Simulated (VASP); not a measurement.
# Ni (Fm-3m) in VASP: single point with LDA

Aim: the single point of Ni with LDA.

Everything below comes from runs of VASP 6.6.1. Logs are shortened: lines on timing, memory, paths and dates and some standing lists are left out, and cuts for length are marked.

### Step 1. The cell of the first run

The structure is cubic, space group Fm-3m (No. 225). Conventional cell: a = 3.070 Å, b = 3.070 Å, c = 3.070 Å, α = 90.00°, β = 90.00°, γ = 90.00°. Within 2.9 Å of Ni (site symmetry m-3m) lie 12 Ni at 2.17 Å.

### Step 2. Single point, LDA, collinear spin, ferromagnetic start (7.23 Å³/atom)

File INCAR:

```
PREC = Accurate
ENCUT = 690
EDIFF = 1E-6
ISMEAR = -1
SIGMA = 0.08
LREAL = F
LASPH = T
NELM = 200
ALGO = Normal
ISIF = 2
LWAVE = F
LCHARG = T
ISPIN = 2
MAGMOM = 1
LORBIT = 11
LMAXMIX = 4
LELF = T
LVHAR = T
NBANDS = 19
GGA_COMPAT = F
```

File KPOINTS:

```
regular mesh
0
Gamma
  18 18 18
```

File POSCAR:

```
Ni
1.0
    0.0000000000      1.5347554156      1.5347554156
    1.5347554156      0.0000000000      1.5347554156
    1.5347554156      1.5347554156      0.0000000000
Ni
1
Direct
    0.0000000000      0.0000000000      0.0000000000
```

Potentials or basis: VASP PAW LDA potentials, release 64 (Ni_sv_GW).

Run with:

```console
> cat potpaw_LDA.64/Ni_sv_GW/POTCAR > POTCAR
> mpirun -np 1 vasp_std > vasp.out
```

OUTCAR:

```text
PREC = Accurate
   ENCUT = 690
   EDIFF = 1E-6
   ISMEAR = -1
   LREAL = F
   LASPH = T
   NELM = 200
   ISIF = 2
   ISPIN = 2
   LORBIT = 11

 ion  position               nearest neighbor table
   1  0.000  0.000  0.000-

  LATTYP: Found a face centered cubic cell.
 ALAT       =     3.0695108312

  Lattice vectors:

 A1 = (   0.0000000000,   1.5347554156,   1.5347554156)
 A2 = (   1.5347554156,   0.0000000000,   1.5347554156)
 A3 = (   1.5347554156,   1.5347554156,   0.0000000000)

Analysis of symmetry for initial positions (statically):
=====================================================================
 Subroutine PRICEL returns:
 Original cell was already a primitive cell.

 Routine SETGRP: Setting up the symmetry group for a
 face centered cubic supercell.

 Subroutine GETGRP returns: Found 48 space group operations
 (whereof 48 operations were pure point group operations)
 out of a pool of 48 trial point group operations.

The static configuration has the point symmetry O_h .

Analysis of symmetry for dynamics (positions and initial velocities):
=====================================================================
 Subroutine PRICEL returns:
 Original cell was already a primitive cell.

 Routine SETGRP: Setting up the symmetry group for a
 face centered cubic supercell.

 Subroutine GETGRP returns: Found 48 space group operations
 (whereof 48 operations were pure point group operations)
 out of a pool of 48 trial point group operations.

The dynamic configuration has the point symmetry O_h .

Analysis of structural, dynamic, and magnetic symmetry:
=====================================================================
 Subroutine PRICEL returns:
 Original cell was already a primitive cell.

 Routine SETGRP: Setting up the symmetry group for a
 face centered cubic supercell.

 Subroutine GETGRP returns: Found 48 space group operations
 (whereof 48 operations were pure point group operations)
 out of a pool of 48 trial point group operations.

The overall configuration has the point symmetry O_h .

 Subroutine INISYM returns: Found 48 space group operations
 (whereof 48 operations are pure point group operations),
 and found     1 'primitive' translations

----------------------------------------------------------------------------------------

                                     Primitive cell

  volume of cell :       7.2302

  direct lattice vectors                    reciprocal lattice vectors
[... 99 lines left out ...]
   EFERMI =   0.00;   METHOD = LEGACY
   ISMEAR =    -1;   SIGMA  =   0.08  broadening in eV -4-tet -1-fermi 0-gaus
   EFERMI_NEDOS =   21; number of points for ismear=-14 and -15
   IALGO  =     38    algorithm
   IMIX   =      4    mixing-type and parameters
     AMIX     =   0.40;   BMIX     =  1.00
     AMIX_MAG =   1.60;   BMIX_MAG =  1.00
  volume/ion in A,a.u.               =       7.23        48.79
  Fermi-wavevector in a.u.,A,eV,Ry     =   2.218791  4.192908 66.981967  4.923036
  Thomas-Fermi vector in A             =   3.176231
   LORBIT       =     11    0 simple, 1 ext, 2 COOP (PROOUT), +10 PAW based schemes
   GGA     = CA    functional components
   LHFCALC =     F    Hartree Fock is set to
   AEXX    =    0.0000 exact exchange contribution
   IVDW    =     0    specifies the selected vdW correction
   LEPSILON=     F    determine dielectric tensor
   LRPA    =     F    only Hartree local field effects (RPA)
 spin polarized calculation
  energy-cutoff  :      690.00
  volume of cell :        7.23
 maximum number of plane-waves:       310
   NGX =  9   NGY =  9   NGZ =  9

 number of electron      18.0000005 magnetization       0.3752817

 Free energy of the ion-electron system (eV)
  ---------------------------------------------------
  ext. energy  EPLUGINS =         0.00000000
  ---------------------------------------------------
  free energy    TOTEN  =        -6.26989719 eV

  energy without entropy =       -6.23731783  energy(sigma->0) =       -6.25360751

 E-fermi :  13.7493     XC(G=0): -17.2261

 val. band max:       13.7475290837   @ k =  -0.2778   0.1111   0.0000
 cond. band min:      13.7495265397   @ k =   0.3889   0.3333   0.0556
 fundamental gap:      0.0019974561
 Fermi energy:        13.7492577944

 spin component 1

 k-point     1 :       0.0000    0.0000    0.0000
  band No.  band energies     occupation
      1     -89.6154      1.00000
      2     -50.0662      1.00000
      3     -50.0662      1.00000
      4     -50.0662      1.00000
      5       1.5636      1.00000
      6      10.0498      1.00000
[... 517 lines left out ...]
     18      60.6848      0.00000
     19      64.1912      0.00000

 [... further k-points ...]

 spin component 2

 k-point     1 :       0.0000    0.0000    0.0000
  band No.  band energies     occupation
      1     -89.1548      1.00000
      2     -49.6150      1.00000
      3     -49.6150      1.00000
      4     -49.6150      1.00000
      5       1.6090      1.00000
      6      10.4417      1.00000
[... 517 lines left out ...]
     18      60.8195      0.00000
     19      64.3268      0.00000

 [... further k-points ...]

------------------------ aborting loop because EDIFF is reached ----------------------------------------

  FORCE on cell =-STRESS in cart. coord.  units (eV):
  Direction    XX          YY          ZZ          XY          YZ          ZX
  --------------------------------------------------------------------------------------
  -------------------------------------------------------------------------------------
  Total        8.2778070      8.2778070      8.2778070     -0.0000000      0.0000000      0.0000000
  in kB     1834.3337638   1834.3337638   1834.3337638     -0.0000000      0.0000000      0.0000000
  external PRESSURE =    1834.3337638 kB  Pullay stress =       0.0000000 kB

 VOLUME and BASIS-vectors are now :
 -----------------------------------------------------------------------------
  energy-cutoff  :      690.00
  volume of cell :        7.23
      direct lattice vectors                 reciprocal lattice vectors
     0.000000000  1.534755416  1.534755416    -0.325784809  0.325784809  0.325784809
     1.534755416  0.000000000  1.534755416     0.325784809 -0.325784809  0.325784809
     1.534755416  1.534755416  0.000000000     0.325784809  0.325784809 -0.325784809

 POSITION                                       TOTAL-FORCE (eV/Angst)
 -----------------------------------------------------------------------------------
      0.00000      0.00000      0.00000         0.000000      0.000000     -0.000000
 -----------------------------------------------------------------------------------
    total drift:                               -0.000000     -0.000000     -0.000000

  FREE ENERGIE OF THE ION-ELECTRON SYSTEM (eV)
  ---------------------------------------------------
  free  energy   TOTEN  =        -6.2698971893 eV

  energy  without entropy=       -6.2373178327  energy(sigma->0) =       -6.25360751

 total charge

# of ion       s       p       d       f       tot
--------------------------------------------------
    1        2.344   6.607   7.983   0.022  16.956

 magnetization (x)

# of ion       s       p       d       f       tot
--------------------------------------------------
    1       -0.001  -0.009   0.393  -0.000   0.382
```

OSZICAR:

```text
N       E                     dE             d eps       ncg     rms          rms(c)
DAV:   1     0.183824441186E+03    0.18382E+03   -0.91157E+03 20903   0.401E+03
DAV:   2    -0.115173779424E+01   -0.18498E+03   -0.17280E+03 22636   0.861E+02
DAV:   3    -0.800607736774E+01   -0.68543E+01   -0.67842E+01 23076   0.211E+02
DAV:   4    -0.806433940225E+01   -0.58262E-01   -0.58238E-01 23168   0.118E+01
DAV:   5    -0.806485079104E+01   -0.51139E-03   -0.51134E-03 21625   0.779E-01    0.136E+01
DAV:   6    -0.667119942270E+01    0.13937E+01   -0.42789E+00 16966   0.215E+02    0.477E+00
DAV:   7    -0.632225692784E+01    0.34894E+00   -0.98979E-01 17234   0.873E+01    0.290E+00
DAV:   8    -0.626944243705E+01    0.52814E-01   -0.34456E-02 25462   0.966E+00    0.305E-01
DAV:   9    -0.626979213847E+01   -0.34970E-03   -0.82960E-04 24113   0.198E+00    0.134E-01
DAV:  10    -0.626985629110E+01   -0.64153E-04   -0.52931E-05 21710   0.595E-01    0.728E-02
DAV:  11    -0.626989069469E+01   -0.34404E-04   -0.11493E-05 21478   0.176E-01    0.195E-02
DAV:  12    -0.626989654088E+01   -0.58462E-05   -0.25856E-07 10316   0.249E-02    0.923E-03
DAV:  13    -0.626989718925E+01   -0.64838E-06   -0.17816E-07 10122   0.440E-02
   1 F= -.62698972E+01 E0= -.62536075E+01  d E =-.325794E-01  mag=     0.3730
```

stdout:

```text
POSCAR found type information on POSCAR Ni
 POSCAR found :  1 types and       1 ions
 scaLAPACK will be used
 LDA part: xc-table for (Slater(with rela. corr.)+CA(PZ))
 , standard interpolation
 POSCAR, INCAR and KPOINTS ok, starting setup
 FFT: planning ... GRIDC
 FFT: planning ... GRID_SOFT
 FFT: planning ... GRID
 WAVECAR not read
 entering main loop
```

Run time: 52 s. Hardware: 1 thread of AMD EPYC 9R45 (Zen 5), shared host; peak memory 0.16 GiB.

What came out:

| Item | Value |
| --- | --- |
| Free energy | -6.2699 eV |
| Pressure | 183.4 GPa |
| Net moment | 0.38 μB per cell |
| Site moments | Ni +0.38 μB |
| Valence electrons inside the program's atomic spheres | Ni 16.96 |

Caveat: the cell stands under pressure.
